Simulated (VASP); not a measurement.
# InGa2As3 (Imm2) in VASP: single point with PBE

Aim: the single point of InGa2As3 with PBE.

Everything below comes from runs of VASP 6.6.1. Logs are shortened: lines on timing, memory, paths and dates and some standing lists are left out, and cuts for length are marked.

**1. The cell of the first run**

Symmetry: Imm2, No. 44, orthorhombic system. The conventional cell has a = 4.176 Å, b = 12.519 Å, c = 5.891 Å, α = 90.00°, β = 90.00°, γ = 90.00°. In (site symmetry mm2) has 4 As at 2.65 to 2.69 Å within 3.5 Å. Ga (site symmetry m) has 4 As at 2.49 to 2.51 Å within 3.3 Å. Within 3.3 Å of As (site symmetry m) lie 3 Ga at 2.49 to 2.51 Å and 1 In at 2.69 Å. Within 3.3 Å of As (site symmetry mm2) lie 2 Ga at 2.49 Å and 2 In at 2.65 Å.

**2. Single point, PBE**

Input file INCAR:

```
SYSTEM = InGa2As3
PREC     = Accurate       ! precision mode
ENCUT    = 520            ! plane-wave cutoff, eV
EDIFF    = 1E-7           ! SCF threshold, eV
ISMEAR   = 0              ! smearing method
SIGMA    = 0.2            ! smearing width, eV
LREAL    = .False.        ! projectors in reciprocal space
LASPH    = .True.         ! aspherical terms in the spheres
NELM     = 80             ! most SCF steps
ALGO     = Normal         ! electronic algorithm
ISIF     = 2              ! what is computed and relaxed
LWAVE    = .False.        ! write WAVECAR
LCHARG   = .False.        ! write CHGCAR
GGA      = PE             ! functional
NBANDS   = 36             ! bands
```

Input file KPOINTS:

```
Automatic mesh
0
Gamma
  5 5 5
  0 0 0
```

Input file POSCAR:

```
InGa2As3
1.0
   -2.0880511650      6.2596616912      2.9454527530
    2.0880511650     -6.2596616912      2.9454527530
    2.0880511650      6.2596616912     -2.9454527530
In Ga As
1 2 3
Direct
    0.0000159347      0.0000159347      0.0000000000
    0.6695202498      0.0002852165      0.6692350334
    0.3310501831      0.0002852165      0.3307649666
    0.0882763280      0.2633834228      0.8248929052
    0.4384905176      0.2633834228      0.1751070948
    0.7226467867      0.2226467867      0.5000000000
```

Potentials or basis: VASP PAW PBE potentials, release 64 (In_d, Ga_d, As).

Launch:

```
$ cat potpaw_PBE.64/In_d/POTCAR potpaw_PBE.64/Ga_d/POTCAR potpaw_PBE.64/As/POTCAR > POTCAR
$ mpirun -np 1 vasp_std > vasp.out
```

OUTCAR:

```text
SYSTEM = InGa2As3
   PREC = Accurate
   ENCUT = 520
   EDIFF = 1E-7
   ISMEAR = 0
   LREAL = .False.
   LASPH = .True.
   NELM = 80
   ISIF = 2
   GGA = PE

 ion  position               nearest neighbor table
   1  0.000  0.000  0.000-   6 2.65   6 2.65   4 2.69   5 2.69
   2  0.670  0.000  0.669-   4 2.49   6 2.49   5 2.51   5 2.51
   3  0.331  0.000  0.331-   5 2.49   6 2.49   4 2.51   4 2.51
   4  0.088  0.263  0.825-   2 2.49   3 2.51   3 2.51   1 2.69
   5  0.438  0.263  0.175-   3 2.49   2 2.51   2 2.51   1 2.69
   6  0.723  0.223  0.500-   2 2.49   3 2.49   1 2.65   1 2.65

  LATTYP: Found a body centered orthorhombic cell.
 ALAT       =     4.1761023300
 B/A-ratio  =     1.4106228824
 C/A-ratio  =     2.9978488057

  Lattice vectors:

 A1 = (   2.0880511650,  -6.2596616912,  -2.9454527530)
 A2 = (  -2.0880511650,  -6.2596616912,   2.9454527530)
 A3 = (  -2.0880511650,   6.2596616912,  -2.9454527530)

Analysis of symmetry for initial positions (statically):
=====================================================================
 Subroutine PRICEL returns:
 Original cell was already a primitive cell.

 Routine SETGRP: Setting up the symmetry group for a
 body centered orthorhombic supercell.

 Subroutine GETGRP returns: Found  4 space group operations
 (whereof  4 operations were pure point group operations)
 out of a pool of  8 trial point group operations.

The static configuration has the point symmetry C_2v.

Analysis of symmetry for dynamics (positions and initial velocities):
=====================================================================
 Subroutine PRICEL returns:
 Original cell was already a primitive cell.

 Routine SETGRP: Setting up the symmetry group for a
 body centered orthorhombic supercell.

 Subroutine GETGRP returns: Found  4 space group operations
 (whereof  4 operations were pure point group operations)
 out of a pool of  8 trial point group operations.

The dynamic configuration has the point symmetry C_2v.

 Subroutine INISYM returns: Found  4 space group operations
 (whereof  4 operations are pure point group operations),
 and found     1 'primitive' translations

----------------------------------------------------------------------------------------

                                     Primitive cell
[... 94 lines left out ...]
   LNONCOLLINEAR =      F non collinear calculations
   LSORBIT =      F    spin-orbit coupling
   LASPH  =      T    aspherical Exc in radial PAW
   ENCUT  =  520.0 eV  38.22 Ry    6.18 a.u.  13.44 13.44 13.44*2*pi/ulx,y,z
   NELM   =     80;   NELMIN=  2; NELMDL= -5     # of ELM steps
   EDIFF  = 0.1E-06   stopping-criterion for ELM
   LREAL  =      F    real-space projection
   EDIFFG = 0.1E-05   stopping-criterion for IOM
   NSW    =      0    number of steps for IOM
   IBRION =     -1    ionic relax: 0-MD 1-quasi-New 2-CG
   NFREE  =      0    steps in history (QN), initial steepest desc. (CG)
   ISIF   =      2    stress and relaxation
   ISYM   =      2    0-nonsym 1-usesym 2-fastsym
   POTIM  = 0.5000    time-step for ionic-motion
   TEBEG  =    0.0;   TEEND  =   0.0 temperature during run
   PSTRESS=    0.0 pullay stress
   NELECT =      54.0000    total number of electrons
   NUPDOWN=      -1.0000    fix difference up-down
   EMIN   =  10.00;   EMAX   =-10.00  energy-range for DOS
   EFERMI =   0.00;   METHOD = LEGACY
   ISMEAR =     0;   SIGMA  =   0.20  broadening in eV -4-tet -1-fermi 0-gaus
   EFERMI_NEDOS =   21; number of points for ismear=-14 and -15
   IALGO  =     38    algorithm
   IMIX   =      4    mixing-type and parameters
     AMIX     =   0.40;   BMIX     =  1.00
     AMIX_MAG =   1.60;   BMIX_MAG =  1.00
  volume/ion in A,a.u.               =      25.67       173.20
  Fermi-wavevector in a.u.,A,eV,Ry     =   1.154440  2.181575 18.132919  1.332732
  Thomas-Fermi vector in A             =   2.291077
   LORBIT       =      0    0 simple, 1 ext, 2 COOP (PROOUT), +10 PAW based schemes
   GGA     = PE    functional components
   LHFCALC =     F    Hartree Fock is set to
   AEXX    =    0.0000 exact exchange contribution
   IVDW    =     0    specifies the selected vdW correction
   LEPSILON=     F    determine dielectric tensor
   LRPA    =     F    only Hartree local field effects (RPA)
 non-spin polarized calculation
 Gauss-broadening in eV      SIGMA  =   0.20
  energy-cutoff  :      520.00
  volume of cell :      153.99
 maximum number of plane-waves:      4175
 NGX is ok and might be reduce to    54
   NGX = 27   NGY = 27   NGZ = 27

 number of electron      54.0000004 magnetization

 Free energy of the ion-electron system (eV)
  ---------------------------------------------------
  ext. energy  EPLUGINS =         0.00000000
  ---------------------------------------------------
  free energy    TOTEN  =       -24.17764597 eV

  energy without entropy =      -24.17428781  energy(sigma->0) =      -24.17596689

 E-fermi :   3.7486     XC(G=0):  -9.1637

 val. band max:        3.6634287455   @ k =   0.0000   0.0000   0.0000
 cond. band min:       4.4949750011   @ k =  -0.4000  -0.2000   0.2000
 fundamental gap:      0.8315462556
 Fermi energy:         3.7485818813

 k-point     1 :       0.0000    0.0000    0.0000
  band No.  band energies     occupation
      1     -11.1351      2.00000
      2     -11.1249      2.00000
      3     -11.0740      2.00000
      4     -11.0703      2.00000
      5     -11.0643      2.00000
      6     -11.0505      2.00000
[... 925 lines left out ...]
     35       9.0110      0.00000
     36       9.1079      0.00000

 [... further k-points ...]
[... 5 lines left out ...]
  --------------------------------------------------------------------------------------
  -------------------------------------------------------------------------------------
  Total       -0.0625972     -0.1544741     -0.0123101      0.0000000      0.0000000      0.0000000
  in kB       -0.6512707     -1.6071717     -0.1280761      0.0000000      0.0000000      0.0000000
  external PRESSURE =      -0.7955062 kB  Pullay stress =       0.0000000 kB

 VOLUME and BASIS-vectors are now :
 -----------------------------------------------------------------------------
  energy-cutoff  :      520.00
  volume of cell :      153.99
      direct lattice vectors                 reciprocal lattice vectors
    -2.088051165  6.259661691  2.945452753     0.000000000  0.079876521  0.169753190
     2.088051165 -6.259661691  2.945452753     0.239457734  0.000000000  0.169753190
     2.088051165  6.259661691 -2.945452753     0.239457734  0.079876521  0.000000000

 POSITION                                       TOTAL-FORCE (eV/Angst)
 -----------------------------------------------------------------------------------
      0.00000      0.00000      0.00009        -0.000000     -0.000000      0.020872
      0.00000      8.37837      0.00168        -0.000000     -0.013218      0.009585
      0.00000      4.14095      0.00168        -0.000000      0.013218      0.009585
      2.08805      4.06744     -1.39389        -0.000000      0.067945     -0.047055
     -0.00000      2.19222      1.55157         0.000000     -0.067945     -0.047055
      0.00000      6.25966      1.31159         0.000000      0.000000      0.054068
 -----------------------------------------------------------------------------------
    total drift:                                0.000001     -0.000003      0.000007

  FREE ENERGIE OF THE ION-ELECTRON SYSTEM (eV)
  ---------------------------------------------------
  free  energy   TOTEN  =       -24.1776459699 eV

  energy  without entropy=      -24.1742878084  energy(sigma->0) =      -24.17596689
```

OSZICAR:

```text
N       E                     dE             d eps       ncg     rms          rms(c)
DAV:   1     0.453534659222E+03    0.45353E+03   -0.24480E+04  2000   0.191E+03
DAV:   2     0.410766799613E+02   -0.41246E+03   -0.39978E+03  2060   0.492E+02
DAV:   3    -0.213049396617E+02   -0.62382E+02   -0.61034E+02  2288   0.164E+02
DAV:   4    -0.246234261660E+02   -0.33185E+01   -0.32983E+01  2396   0.375E+01
DAV:   5    -0.247438423314E+02   -0.12042E+00   -0.12032E+00  2952   0.720E+00    0.565E+00
DAV:   6    -0.242209450541E+02    0.52290E+00   -0.92205E-01  2756   0.111E+01    0.325E+00
DAV:   7    -0.241751546727E+02    0.45790E-01   -0.47204E-01  2568   0.340E+00    0.101E+00
DAV:   8    -0.241765216880E+02   -0.13670E-02   -0.72914E-02  2472   0.287E+00    0.320E-01
DAV:   9    -0.241770260067E+02   -0.50432E-03   -0.10275E-02  2520   0.138E+00    0.153E-01
DAV:  10    -0.241774415859E+02   -0.41558E-03   -0.15230E-03  2260   0.270E-01    0.106E-01
DAV:  11    -0.241776515785E+02   -0.20999E-03   -0.55653E-04  2580   0.147E-01    0.465E-02
DAV:  12    -0.241776433212E+02    0.82573E-05   -0.67239E-05  2240   0.590E-02    0.137E-02
DAV:  13    -0.241776451941E+02   -0.18729E-05   -0.11643E-05  2628   0.142E-02    0.677E-03
DAV:  14    -0.241776460354E+02   -0.84134E-06   -0.21966E-06  2020   0.917E-03    0.429E-03
DAV:  15    -0.241776459699E+02    0.65471E-07   -0.54921E-07  2008   0.509E-03
   1 F= -.24177646E+02 E0= -.24175967E+02  d E =-.335816E-02
```

stdout:

```text
POSCAR found type information on POSCAR InGaAs
 POSCAR found :  3 types and       6 ions
 scaLAPACK will be used
 LDA part: xc-table for (Slater+PW92), standard interpolation
 POSCAR, INCAR and KPOINTS ok, starting setup
 FFT: planning ... GRIDC
 FFT: planning ... GRID_SOFT
 FFT: planning ... GRID
 WAVECAR not read
 entering main loop
```

Run time: 3.6 min. Hardware: 1 thread of AMD EPYC 9R45 (Zen 5), shared host; peak memory 0.41 GiB.

Results:

```yaml
Free_energy: -24.1776 eV
Pressure: -0.1 GPa
Largest_force: 0.083 eV/Å
```

Forces on the atoms (eV/Å):
```
In   0.000  0.000  0.021
Ga   0.000 -0.013  0.010
Ga   0.000  0.013  0.010
As   0.000  0.068 -0.047
As   0.000 -0.068 -0.047
As   0.000  0.000  0.054
```

Stress tensor (GPa, compression positive):
```
-0.07  0.00  0.00
 0.00 -0.16  0.00
 0.00  0.00 -0.01
```

Caveat: the k points lie up to 0.37 Å⁻¹ apart; spin-orbit coupling is left out, which moves the levels of the heavy elements.
